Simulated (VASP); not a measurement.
The system is As, a slab with vacuum.

```
As
1.0
     3.57491    0.00000    0.00000
    -1.78745    3.09596    0.00000
     0.00000    0.00000   26.41564
As
2
Cartesian
  0.0000 2.0640 8.4694
  1.7875 1.0320 9.8384
```

Base run:

```yaml
Program: VASP 6.6.1
Functional: r2SCAN
Potentials_or_basis: VASP PAW PBE potentials, release 64 (As)
Cutoff: 520 eV
k_mesh: 12 × 12 × 1
Occupations: gaussian, width 0.01 eV
Spin: no spin polarisation
```

Its results: band gap on the k mesh 1.99 eV, indirect (least direct gap 2.43 eV); largest force 0.063 eV/Å.

Q: The run is repeated on the same cell with these changes: functional from r2SCAN to PBE. What comes out?

A: Band gap on the k mesh 1.68 eV, indirect (least direct gap 2.06 eV); largest force 0.493 eV/Å.

r2SCAN gives the wider gap, since meta-GGAs in the generalised Kohn-Sham scheme recover part of the derivative discontinuity.

Caveats: the PAW data sets were made with another functional, which shifts forces and pressure a little (some runs).

A k mesh can miss the band edges.
